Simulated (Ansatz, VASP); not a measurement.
**ZnS in VASP and in Ansatz**

File POSCAR:

```
ZnS
1.0
    4.0242401254      0.0000000000      0.0000000000
   -2.0121200627      3.4850941795      0.0000000000
    0.0000000000      0.0000000000      6.0454359906
Zn S
2 2
Direct
    0.3333333333      0.6666666667     -0.0016956143
    0.6666666667      0.3333333333      0.4983043857
    0.3333333333      0.6666666667      0.3866956143
    0.6666666667      0.3333333333      0.8866956143
```

Contents of INCAR.step1:

```
SYSTEM = ZnS
PREC = Accurate
ENCUT = 520
ISMEAR = 0
SIGMA = 0.01
LREAL = .False.
LASPH = .True.
NELM = 100
NBANDS = 26
GGA = PE
ALGO = Normal
EDIFF = 1E-4
LWAVE = .True.
LCHARG = .False.
```

Contents of INCAR.step2:

```
SYSTEM = ZnS
PREC = Accurate
ENCUT = 520
EDIFF = 1E-7
ISMEAR = 0
SIGMA = 0.01
LREAL = .False.
LASPH = .True.
NELM = 100
ALGO = Normal
ISIF = 2
LWAVE = .False.
LCHARG = .False.
METAGGA = R2SCAN
LMIXTAU = .True.
NBANDS = 26
ISTART = 1
```

The input KPOINTS:

```
Automatic mesh
0
Gamma
  12 12 4
  0 0 0
```

Input for Ansatz:

```yaml
crystal:
  lattice:
    - [4.0242401254, 0.0, 0.0]
    - [-2.0121200627, 3.4850941795, 0.0]
    - [0.0, 0.0, 6.0454359906]
  atoms:
    - { symbol: Zn, position: [0.3333333333, 0.6666666667, -0.0016956143] }
    - { symbol: Zn, position: [0.6666666667, 0.3333333333, 0.4983043857] }
    - { symbol: S, position: [0.3333333333, 0.6666666667, 0.3866956143] }
    - { symbol: S, position: [0.6666666667, 0.3333333333, 0.8866956143] }
kpoints:
  mp_grid: { grid: [12, 12, 4] }
  band_path:
    path:
      - [0.0, 0.0, 0.0]
      - [0.5, 0.0, 0.0]
      - [0.3333333333, 0.3333333333, 0.0]
      - [0.0, 0.0, 0.5]
      - [0.5, 0.0, 0.5]
      - [0.3333333333, 0.3333333333, 0.5]
    npoints: 1
hamiltonian:
  xc: r2scan
scf:
  occupations: { method: fixed }
  n_extra_bands: 5
output:
  forces: true
  stress: true
  eigenvalues: true
```

Change from the starting cell: epitaxial_xy strain +5.8%.

Alike in both runs: task single point; functional r2SCAN; k mesh 12 × 12 × 4; no spin polarisation.

|  | VASP | Ansatz |
| --- | --- | --- |
| version | VASP 6.6.1 | Ansatz 0.2.0 |
| potentials or method | VASP PAW PBE potentials, release 64 (Zn, S) | plane waves, PAW |
| plane-wave cutoff (eV) | 520 | 500 |
| occupations | gaussian, width 0.01 eV | fixed |
| valence electrons in the cell | 36 | 36 |

VASP gave:

- gap on the k mesh at the Fermi level (eV): 2.30
- pressure (GPa): -5.0
- traceless stress, the component that is largest in VASP (GPa): 4.95
- rms of the force components (eV/Å): 0.003

**Question.** What did Ansatz give for the same quantities?

**Answer.** gap on the k mesh at the Fermi level (eV): 2.30; pressure (GPa): -5.0; traceless stress, the component that is largest in VASP (GPa): 5.00; rms of the force components (eV/Å): 0.001.

VASP's potentials were made for PBE, not for r2SCAN. Atom by atom the forces differ by 0.004 eV/Å (rms over components).
